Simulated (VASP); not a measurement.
# BW3 (Fm-3m) in VASP: a series of runs, part 2 of 3

VASP 6.6.1.

## Step 3: Single point, PBE

This run uses another cell than the first one, of 15.33 Å³/atom.

Input file INCAR:

```
SYSTEM = BW3
ALGO = Fast
EDIFF = 1E-6
ENCUT = 520
GGA = PE
ISIF = 2
ISMEAR = 0
LASPH = .TRUE.
LCHARG = .FALSE.
LREAL = .FALSE.
LWAVE = .FALSE.
NBANDS = 30
NELM = 80
PREC = Accurate
SIGMA = 0.1
```

Input file KPOINTS:

```
k-points
0
G
  6 6 6
  0 0 0
```

Input file POSCAR:

```
BW3
1.0
    0.0000000000      3.1301232000      3.1301232000
    3.1301232000      0.0000000000      3.1301232000
    3.1301232000      3.1301232000      0.0000000000
B W
1 3
Direct
    0.0000000000      0.0000000000      0.0000000000
    0.2500000000      0.2500000000      0.2500000000
    0.7500000000      0.7500000000      0.7500000000
    0.5000000000      0.5000000000      0.5000000000
```

Potentials or basis: VASP PAW PBE potentials, release 64 (B, W_sv).

Started as:

```sh
> cat potpaw_PBE.64/B/POTCAR potpaw_PBE.64/W_sv/POTCAR > POTCAR
> mpirun -np 1 vasp_std > vasp.out
```

Run time: 38 s. Hardware: 1 thread of AMD EPYC 7R13 (Zen 3), shared host; peak memory 0.18 GiB.

The run converged. Its results:

* Free energy: -42.3057 eV
* Pressure: -17.9 GPa
* Band gap on the k mesh: zero (an odd number of electrons rules out a gap without spin polarisation)

Levels at points of the mesh, in eV from the Fermi level:
```tsv
k point	band 18	band 19	band 20	band 21	band 22	band 23	band 24	band 25	band 26	band 27
(0.00, 0.00, 0.00)	-4.00	-1.87	-1.87	-1.87	-0.28	2.44	2.44	2.44	3.01	3.01
(0.50, 0.00, 0.00)	-2.73	-2.73	-1.35	-1.35	-0.69	-0.16	-0.16	2.03	2.03	2.31
(0.50, 0.50, 0.00)	-2.53	-2.31	-2.20	-2.20	-0.42	0.41	0.41	1.17	2.00	2.36
```

Caveat: the cell stands under tension; spin-orbit coupling is left out, which moves the levels of the heavy elements.

## Step 4: Relaxation of cell and atoms, PBE

This run uses another cell than the first one, of 15.33 Å³/atom.

Input file INCAR:

```
  PREC = Accurate
  ENCUT = 600
  EDIFF = 1E-6
  ISMEAR = 0
  SIGMA = 0.1
  LREAL = F
  LASPH = T
  NELM = 100
  ALGO = Normal
  ISIF = 3
  LWAVE = F
  LCHARG = F
  GGA = PE
  IBRION = 2
  NSW = 90
  EDIFFG = -0.04
```

Input file KPOINTS:

```
regular mesh
0
Gamma
  6 6 6
```

POSCAR is that of step 3.

Potentials or basis: VASP PAW PBE potentials, release 64 (B, W_sv).

Started as:

```sh
> cat potpaw_PBE.64/B/POTCAR potpaw_PBE.64/W_sv/POTCAR > POTCAR
> mpirun -np 1 vasp_std > vasp.out
```

OUTCAR:

```text
PREC = Accurate
   ENCUT = 600
   EDIFF = 1E-6
   ISMEAR = 0
   LREAL = F
   LASPH = T
   NELM = 100
   ISIF = 3
   GGA = PE
   IBRION = 2
   NSW = 90
   EDIFFG = -0.04

 ion  position               nearest neighbor table
   1  0.000  0.000  0.000-   3 2.71   3 2.71   3 2.71   2 2.71   3 2.71   2 2.71   2 2.71   2 2.71

   2  0.250  0.250  0.250-   1 2.71   1 2.71   1 2.71   1 2.71   4 2.71   4 2.71   4 2.71   4 2.71
                             3 3.13   3 3.13   3 3.13   3 3.13   3 3.13   3 3.13
   3  0.750  0.750  0.750-   4 2.71   4 2.71   4 2.71   1 2.71   4 2.71   1 2.71   1 2.71   1 2.71
                             2 3.13   2 3.13   2 3.13   2 3.13   2 3.13   2 3.13
   4  0.500  0.500  0.500-   2 2.71   2 2.71   2 2.71   2 2.71   3 2.71   3 2.71   3 2.71   3 2.71

  LATTYP: Found a face centered cubic cell.
 ALAT       =     6.2602464000

  Lattice vectors:

 A1 = (   0.0000000000,   3.1301232000,   3.1301232000)
 A2 = (   3.1301232000,   0.0000000000,   3.1301232000)
 A3 = (   3.1301232000,   3.1301232000,   0.0000000000)

Analysis of symmetry for initial positions (statically):
=====================================================================
 Subroutine PRICEL returns:
 Original cell was already a primitive cell.

 Routine SETGRP: Setting up the symmetry group for a
 face centered cubic supercell.

 Subroutine GETGRP returns: Found 48 space group operations
 (whereof 48 operations were pure point group operations)
 out of a pool of 48 trial point group operations.

The static configuration has the point symmetry O_h .

Analysis of symmetry for dynamics (positions and initial velocities):
=====================================================================
 Subroutine PRICEL returns:
 Original cell was already a primitive cell.

 Routine SETGRP: Setting up the symmetry group for a
 face centered cubic supercell.

 Subroutine GETGRP returns: Found 48 space group operations
 (whereof 48 operations were pure point group operations)
 out of a pool of 48 trial point group operations.

The dynamic configuration has the point symmetry O_h .

 Subroutine INISYM returns: Found 48 space group operations
 (whereof 48 operations are pure point group operations),
 and found     1 'primitive' translations

----------------------------------------------------------------------------------------

                                     Primitive cell

  volume of cell :      61.3358

  direct lattice vectors                    reciprocal lattice vectors
     0.000000000  3.130123200  3.130123200    -0.159738121  0.159738121  0.159738121
     3.130123200  0.000000000  3.130123200     0.159738121 -0.159738121  0.159738121
     3.130123200  3.130123200  0.000000000     0.159738121  0.159738121 -0.159738121

  length of vectors
     4.426662681  4.426662681  4.426662681     0.276674542  0.276674542  0.276674542

  position of ions in fractional coordinates (direct lattice)
     0.000000000  0.000000000  0.000000000
     0.250000000  0.250000000  0.250000000
     0.750000000  0.750000000  0.750000000
     0.500000000  0.500000000  0.500000000

  ion indices of the primitive-cell ions
   primitive index   ion index
                 1           1
                 2           2
                 3           3
                 4           4

----------------------------------------------------------------------------------------

 KPOINTS: regular mesh

Automatic generation of k-mesh.
 Grid dimensions read from file:
 generate k-points for:    6    6    6

 Generating k-lattice:

  Cartesian coordinates                     Fractional coordinates (reciprocal lattice)
    -0.026623020  0.026623020  0.026623020     0.166666667  0.000000000  0.000000000
     0.026623020 -0.026623020  0.026623020     0.000000000  0.166666667  0.000000000
     0.026623020  0.026623020 -0.026623020     0.000000000  0.000000000  0.166666667

  Length of vectors
     0.046112424  0.046112424  0.046112424

  Shift w.r.t. Gamma in fractional coordinates (k-lattice)
     0.000000000  0.000000000  0.000000000

 Subroutine IBZKPT returns following result:
 ===========================================

 Found     16 irreducible k-points:

 Following reciprocal coordinates:
            Coordinates               Weight
  0.000000  0.000000  0.000000      1.000000
  0.166667  0.000000  0.000000      8.000000
  0.333333  0.000000  0.000000      8.000000
  0.500000  0.000000  0.000000      4.000000
  0.166667  0.166667  0.000000      6.000000
  0.333333  0.166667  0.000000     24.000000
[... 8 lines left out ...]
 -0.333333  0.333333  0.166667     24.000000
 -0.333333  0.500000  0.166667     12.000000
   k-points           NKPTS =     16   k-points in BZ     NKDIM =     16   number of bands    NBANDS=     27
   number of dos      NEDOS =    301   number of ions     NIONS =      4
   total plane-waves  NPLWV =  46656
   dimension x,y,z NGX =    36 NGY =   36 NGZ =   36
   dimension x,y,z NGXF=    72 NGYF=   72 NGZF=   72
   ions per type =               1   3
   NGX,Y,Z   is equivalent  to a cutoff of  13.52, 13.52, 13.52 a.u.
   NGXF,Y,Z  is equivalent  to a cutoff of  27.04, 27.04, 27.04 a.u.
 SYSTEM =  unknown system
   PREC   = accura    normal or accurate (medium, high low for compatibility)
   ISTART =      0    job   : 0-new  1-cont  2-samecut
   ICHARG =      2    charge: 1-file 2-atom 10-const
   ISPIN  =      1    spin polarized calculation?
   LNONCOLLINEAR =      F non collinear calculations
   LSORBIT =      F    spin-orbit coupling
   LASPH  =      T    aspherical Exc in radial PAW
   ENCUT  =  600.0 eV  44.10 Ry    6.64 a.u.   8.84  8.84  8.84*2*pi/ulx,y,z
   NELM   =    100;   NELMIN=  2; NELMDL= -5     # of ELM steps
   EDIFF  = 0.1E-05   stopping-criterion for ELM
   LREAL  =      F    real-space projection
   EDIFFG = -.4E-01   stopping-criterion for IOM
   NSW    =     90    number of steps for IOM
   IBRION =      2    ionic relax: 0-MD 1-quasi-New 2-CG
   NFREE  =      1    steps in history (QN), initial steepest desc. (CG)
   ISIF   =      3    stress and relaxation
   ISYM   =      2    0-nonsym 1-usesym 2-fastsym
   POTIM  = 0.5000    time-step for ionic-motion
   TEBEG  =    0.0;   TEEND  =   0.0 temperature during run
   PSTRESS=    0.0 pullay stress
   NELECT =      45.0000    total number of electrons
   NUPDOWN=      -1.0000    fix difference up-down
   EMIN   =  10.00;   EMAX   =-10.00  energy-range for DOS
   EFERMI =   0.00;   METHOD = LEGACY
   ISMEAR =     0;   SIGMA  =   0.10  broadening in eV -4-tet -1-fermi 0-gaus
   EFERMI_NEDOS =   21; number of points for ismear=-14 and -15
   IALGO  =     38    algorithm
   IMIX   =      4    mixing-type and parameters
     AMIX     =   0.40;   BMIX     =  1.00
     AMIX_MAG =   1.60;   BMIX_MAG =  1.00
  volume/ion in A,a.u.               =      15.33       103.48
  Fermi-wavevector in a.u.,A,eV,Ry     =   1.476525  2.790228 29.662430  2.180127
  Thomas-Fermi vector in A             =   2.591041
   LORBIT       =      0    0 simple, 1 ext, 2 COOP (PROOUT), +10 PAW based schemes
   GGA     = PE    functional components
   LHFCALC =     F    Hartree Fock is set to
   AEXX    =    0.0000 exact exchange contribution
   IVDW    =     0    specifies the selected vdW correction
   LEPSILON=     F    determine dielectric tensor
   LRPA    =     F    only Hartree local field effects (RPA)
 conjugate gradient relaxation of ions
 non-spin polarized calculation
 Gauss-broadening in eV      SIGMA  =   0.10
  energy-cutoff  :      600.00
  volume of cell :       61.34
 maximum number of plane-waves:      2085
   NGX = 17   NGY = 17   NGZ = 17

--------------------------------------- Ionic step        1  -------------------------------------------

 number of electron      45.0000001 magnetization

 Free energy of the ion-electron system (eV)
  ---------------------------------------------------
  ext. energy  EPLUGINS =         0.00000000
  ---------------------------------------------------
  free energy    TOTEN  =       -42.30657229 eV

  energy without entropy =      -42.28725510  energy(sigma->0) =      -42.29691370

 E-fermi :   9.3113     XC(G=0): -12.7988

 val. band max:        9.3106433573   @ k =   0.3333   0.1667   0.0000
 cond. band min:       9.4425984094   @ k =   0.3333   0.3333   0.0000
 fundamental gap:      0.1319550521
 Fermi energy:         9.3113380272

 k-point     1 :       0.0000    0.0000    0.0000
  band No.  band energies     occupation
      1     -64.6943      2.00000
      2     -64.5810      2.00000
      3     -64.5036      2.00000
      4     -29.1252      2.00000
      5     -29.1252      2.00000
      6     -29.1252      2.00000
[... 580 lines left out ...]
  energy  without entropy=      -42.5616092665  energy(sigma->0) =      -42.57046592

--------------------------------------- Ionic step        4  -------------------------------------------

 number of electron      45.0000005 magnetization

 Free energy of the ion-electron system (eV)
  ---------------------------------------------------
  ext. energy  EPLUGINS =         0.00000000
  ---------------------------------------------------
  free energy    TOTEN  =       -42.58061585 eV

  energy without entropy =      -42.56300912  energy(sigma->0) =      -42.57181248

 E-fermi :  10.3307     XC(G=0): -13.2067

 val. band max:       10.3160681551   @ k =   0.3333   0.1667   0.0000
 cond. band min:      10.3674014225   @ k =   0.3333   0.0000   0.0000
 fundamental gap:      0.0513332674
 Fermi energy:        10.3306889572

 k-point     1 :       0.0000    0.0000    0.0000
  band No.  band energies     occupation
      1     -63.5981      2.00000
      2     -63.4301      2.00000
      3     -63.3359      2.00000
      4     -28.1344      2.00000
      5     -28.1344      2.00000
      6     -28.1344      2.00000
[... 500 lines left out ...]
  FREE ENERGIE OF THE ION-ELECTRON SYSTEM (eV)
  ---------------------------------------------------
  free  energy   TOTEN  =       -42.5806158487 eV

  energy  without entropy=      -42.5630091191  energy(sigma->0) =      -42.57181248

 reached required accuracy - stopping structural energy minimisation
```

OSZICAR:

```text
N       E                     dE             d eps       ncg     rms          rms(c)
DAV:   1     0.565973460952E+03    0.56597E+03   -0.29546E+04   872   0.208E+03
[... 39 lines left out ...]
DAV:   1    -0.425879775775E+02   -0.86543E-02   -0.19403E-01   926   0.474E+00    0.108E+00
DAV:   2    -0.425816122724E+02    0.63653E-02   -0.17420E-02   931   0.109E+00    0.256E-01
DAV:   3    -0.425806467522E+02    0.96552E-03   -0.29305E-03   962   0.449E-01    0.152E-01
DAV:   4    -0.425806120082E+02    0.34744E-04   -0.22100E-04   959   0.134E-01    0.949E-02
DAV:   5    -0.425806120259E+02   -0.17696E-07   -0.88853E-05  1039   0.106E-01    0.572E-02
DAV:   6    -0.425806158471E+02   -0.38212E-05   -0.33823E-05   931   0.621E-02    0.129E-02
DAV:   7    -0.425806158487E+02   -0.15589E-08   -0.48236E-06   838   0.185E-02
   4 F= -.42580616E+02 E0= -.42571812E+02  d E =-.274044E+00
```

Run time: 90 s. Hardware: 1 thread of AMD EPYC 7R13 (Zen 3), shared host; peak memory 0.19 GiB.

What came out:

```
Free energy                           : -42.5806 eV
Relaxed volume                        : 14.20 Å³/atom
Relaxed cell                          : a = 4.315 Å, b = 4.315 Å, c = 4.315 Å, α = 60.00°, β = 60.00°, γ = 60.00°
Space group after relaxing (to 0.1 Å) : Fm-3m (No. 225)
Energy gained by relaxing             : 68.5 meV/atom
Ionic steps                           : 4
Pressure after relaxing               : -0.3 GPa
Band gap on the k mesh                : zero (an odd number of electrons rules out a gap without spin polarisation)
```

Step by step:
```
step  energy change (eV)  largest force (eV/Å)  pressure (GPa)  volume (Å³)
   1              0.0000                0.0000          -17.87        61.34
   2              1.5065                0.0000           71.04        47.37
   3             -0.2728                0.0000           -1.42        57.04
   4             -0.2740                0.0000           -0.31        56.80
```

Final structure:
```
B W
1.0
     0.00000    3.05094    3.05094
     3.05094    0.00000    3.05094
     3.05094    3.05094    0.00000
B W
1 3
Direct
  0.00000 0.00000 0.00000
  0.25000 0.25000 0.25000
  0.75000 0.75000 0.75000
  0.50000 0.50000 0.50000
```

Levels at points of the mesh, in eV from the Fermi level:
| k point | band 20 | band 21 | band 22 | band 23 | band 24 | band 25 |
| --- | --- | --- | --- | --- | --- | --- |
| (0.00, 0.00, 0.00) | -2.00 | -2.00 | 0.07 | 2.66 | 2.66 | 2.66 |
| (0.50, 0.00, 0.00) | -1.46 | -1.46 | -0.63 | -0.23 | -0.23 | 2.16 |
| (0.50, 0.50, 0.00) | -2.43 | -2.43 | -0.61 | 0.55 | 0.55 | 1.33 |

Caveat: spin-orbit coupling is left out, which moves the levels of the heavy elements.

[end of part 2 of 3]

The gap in the log of VASP goes by the Fermi energy; the results here count the filled bands.